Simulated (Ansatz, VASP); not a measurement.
**AlP: VASP beside Ansatz**

Contents of INCAR:

```
PREC = Accurate ; ENCUT = 520
EDIFF = 1E-6 ; ISMEAR = 0
SIGMA = 0.05 ; LREAL = Auto
LASPH = True ; NELM = 80
ALGO = Normal ; ISIF = 2
LWAVE = False ; LCHARG = True
LDIPOL = True ; IDIPOL = 3
DIPOL = 0.5 0.5 0.421 ; GGA = PE
LELF = True ; LVHAR = True
LVACPOTAV = True ; NBANDS = 66
```

File KPOINTS:

```
Automatic mesh
0
Gamma
  2 2 1
```

File POSCAR:

```
AlP
1.0
    7.7877928730      0.0000000000      0.0000000000
   -3.8938964365      6.7444264675      0.0000000000
    0.0000000000      0.0000000000     26.9657445355
P Al
12 12
Direct
    0.5000000000      0.0000000000      0.2966726911
    0.5000000000      0.5000000000      0.2966726911
    0.0000000000      0.0000000000      0.2966726911
    0.0000000000      0.5000000000      0.2966726911
    0.6666666667      0.8333333333      0.4145760972
    0.6666666667      0.3333333333      0.4145760972
    0.1666666667      0.8333333333      0.4145760972
    0.1666666667      0.3333333333      0.4145760972
    0.8332960841      0.6665083395      0.5359307683
    0.8333811130      0.1663856443      0.5359001453
    0.3332364088      0.6665568598      0.5360160139
    0.3332391743      0.1664117596      0.5357166951
    0.1666666667      0.8333333333      0.3261485426
    0.1666666667      0.3333333333      0.3261485426
    0.6666666667      0.8333333333      0.3261485426
    0.6666666667      0.3333333333      0.3261485426
    0.3333696707      0.6666440194      0.4416221737
    0.3334035996      0.1666330733      0.4415194205
    0.8332738975      0.6666291016      0.4416102480
    0.8331994771      0.1665826366      0.4416215443
    0.4999537833      0.5000133010      0.5138818939
    0.5001083324     -0.0001487137      0.5137883982
   -0.0001055669      0.4997630100      0.5138110938
   -0.0001402900     -0.0002416871      0.5136930014
```

Input for Ansatz:

```yaml
crystal:
  lattice:
    - [7.787792873, 0.0, 0.0]
    - [-3.8938964365, 6.7444264675, 0.0]
    - [0.0, 0.0, 26.9657445355]
  atoms:
    - { symbol: P, position: [0.5, 0.0, 0.2966726911] }
    - { symbol: P, position: [0.5, 0.5, 0.2966726911] }
    - { symbol: P, position: [0.0, 0.0, 0.2966726911] }
    - { symbol: P, position: [0.0, 0.5, 0.2966726911] }
    - { symbol: Al, position: [0.1666666667, 0.8333333333, 0.3261485426] }
    - { symbol: Al, position: [0.1666666667, 0.3333333333, 0.3261485426] }
    - { symbol: Al, position: [0.6666666667, 0.8333333333, 0.3261485426] }
    - { symbol: Al, position: [0.6666666667, 0.3333333333, 0.3261485426] }
    - { symbol: P, position: [0.6666666667, 0.8333333333, 0.4145760972] }
    - { symbol: P, position: [0.6666666667, 0.3333333333, 0.4145760972] }
    - { symbol: P, position: [0.1666666667, 0.8333333333, 0.4145760972] }
    - { symbol: P, position: [0.1666666667, 0.3333333333, 0.4145760972] }
    - { symbol: Al, position: [0.3333696707, 0.6666440194, 0.4416221737] }
    - { symbol: Al, position: [0.3334035996, 0.1666330733, 0.4415194205] }
    - { symbol: Al, position: [0.8332738975, 0.6666291016, 0.441610248] }
    - { symbol: Al, position: [0.8331994771, 0.1665826366, 0.4416215443] }
    - { symbol: P, position: [0.8332960841, 0.6665083395, 0.5359307683] }
    - { symbol: P, position: [0.833381113, 0.1663856443, 0.5359001453] }
    - { symbol: P, position: [0.3332364088, 0.6665568598, 0.5360160139] }
    - { symbol: P, position: [0.3332391743, 0.1664117596, 0.5357166951] }
    - { symbol: Al, position: [0.4999537833, 0.500013301, 0.5138818939] }
    - { symbol: Al, position: [0.5001083324, -0.0001487137, 0.5137883982] }
    - { symbol: Al, position: [-0.0001055669, 0.49976301, 0.5138110938] }
    - { symbol: Al, position: [-0.00014029, -0.0002416871, 0.5136930014] }
basis:
  ecutwfc: 420
kpoints:
  mp_grid: { grid: [2, 2, 1] }
hamiltonian:
  xc: pbe
scf:
  occupations: { method: gaussian, width: 0.05 }
output:
  forces: true
  eigenvalues: true
  write_density: true
  volumetric_format: npy
efield:
  axis: 3
  dipole_correction: true
  ramp_width: 0.04
```

Alike in both runs: task single point; functional PBE; k mesh 2 × 2 × 1; occupations gaussian, width 0.05 eV; no spin polarisation.

|  | VASP | Ansatz |
| --- | --- | --- |
| version | VASP 6.6.1 | Ansatz 0.2.0 |
| potentials or method | VASP PAW PBE potentials, release 64 (P, Al), cutoff 520 eV | scalar-relativistic, plane waves, PAW |
| valence electrons in the cell | 96 | 96 |

Ansatz gave:

| Property | Result |
| --- | --- |
| gap on the k mesh at the Fermi level (eV) | none |
| rms of the force components (eV/Å) | 0.192 |
| work function, face that differs most (eV) | 4.46 |

**Question.** What did VASP give for the same quantities?

**Answer.** gap on the k mesh at the Fermi level (eV): none; rms of the force components (eV/Å): 0.193; work function, face that differs most (eV): 4.46.

A gap of «none» marks a metal or a gap that the smearing closes.

The k mesh is coarse, so the values compare programs but aren't converged.
